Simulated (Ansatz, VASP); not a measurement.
## One calculation of Mg2C, two programs

File POSCAR:

```
Mg2C
1.0
    0.0000000000      2.6624167453      2.7109105964
    2.6624167453      0.0000000000      2.7109105964
    2.6624167453      2.6624167453      0.0000000000
C Mg
1 2
Direct
    0.0000000000      0.0000000000      0.0000000000
    0.2500000000      0.2500000000      0.2500000000
    0.7500000000      0.7500000000      0.7500000000
```

Contents of INCAR.step1:

```
SYSTEM = Mg2C
PREC     = Accurate       ! precision mode
ENCUT    = 520            ! plane-wave cutoff, eV
EDIFF    = 1E-5           ! SCF threshold, eV
ISMEAR   = 0              ! smearing method
SIGMA    = 0.01           ! smearing width, eV
LREAL    = .FALSE.        ! projectors in reciprocal space
LASPH    = .TRUE.         ! aspherical terms in the spheres
NELM     = 80             ! most SCF steps
ALGO     = Normal         ! electronic algorithm
ISIF     = 2              ! what is computed and relaxed
LWAVE    = .TRUE.         ! write WAVECAR
LCHARG   = .FALSE.        ! write CHGCAR
GGA      = PE             ! functional
NBANDS   = 11             ! bands
```

INCAR.step2

```
SYSTEM = Mg2C
PREC     = Accurate       ! precision mode
ENCUT    = 520            ! plane-wave cutoff, eV
EDIFF    = 1E-6           ! SCF threshold, eV
ISMEAR   = 0              ! smearing method
SIGMA    = 0.01           ! smearing width, eV
LREAL    = .FALSE.        ! projectors in reciprocal space
LASPH    = .TRUE.         ! aspherical terms in the spheres
NELM     = 80             ! most SCF steps
ALGO     = Normal         ! electronic algorithm
ISIF     = 2              ! what is computed and relaxed
LWAVE    = .FALSE.        ! write WAVECAR
LCHARG   = .FALSE.        ! write CHGCAR
GGA      = PE             ! functional
LHFCALC  = .TRUE.         ! exact exchange
HFSCREEN = 0.2079         ! screening, 1/A
PRECFOCK = Normal       
ISTART   = 1            
NBANDS   = 11             ! bands
```

File KPOINTS:

```
regular mesh
0
G
  6 6 6
  0 0 0
```

Input for Ansatz:

```yaml
crystal:
  lattice:
    - [0.0, 2.6624167453, 2.7109105964]
    - [2.6624167453, 0.0, 2.7109105964]
    - [2.6624167453, 2.6624167453, 0.0]
  atoms:
    - { symbol: C, position: [0.0, 0.0, 0.0] }
    - { symbol: Mg, position: [0.25, 0.25, 0.25] }
    - { symbol: Mg, position: [0.75, 0.75, 0.75] }
kpoints:
  mp_grid: { grid: [6, 6, 6] }
  band_path:
    path:
      - [0.0, 0.0, 0.0]
      - [0.5, 0.0, 0.5]
      - [0.625, 0.25, 0.625]
      - [0.375, 0.375, 0.75]
      - [0.5, 0.5, 0.5]
      - [0.5, 0.25, 0.75]
      - [0.075521, 0.075521, 0.151042]
      - [0.0, 0.5, 0.5]
    npoints: 1
hamiltonian:
  xc: hse06
scf:
  occupations: { method: fixed }
  n_extra_bands: 4
output:
  forces: true
  stress: true
  eigenvalues: true
```

Change from the starting cell: epitaxial_xy strain -1.8%.

Alike in both runs: task single point; functional HSE06; k mesh 6 × 6 × 6; no spin polarisation.

|  | VASP | Ansatz |
| --- | --- | --- |
| version | VASP 6.6.1 | Ansatz 0.2.0 |
| potentials or method | VASP PAW PBE potentials, release 64 (C, Mg) | plane waves, PAW |
| plane-wave cutoff (eV) | 520 | 420 |
| occupations | gaussian, width 0.01 eV | fixed |
| valence electrons in the cell | 8 | 24 |

|  | VASP | Ansatz | Ansatz less VASP |
| --- | --- | --- | --- |
| gap on the k mesh at the Fermi level (eV) | 1.36 | 1.37 | +0.006 |
| pressure (GPa) | 3.2 | 3.4 | +0.13 |
| traceless stress, the component that is largest in VASP (GPa) | -3.83 | -3.82 | +0.011 |

VASP's potentials hold 8 valence electrons a cell and Ansatz's 24, so a difference there can come from the potentials and not from the codes. Ansatz's warnings: stress exchange threshold loose, stress scf threshold loose.
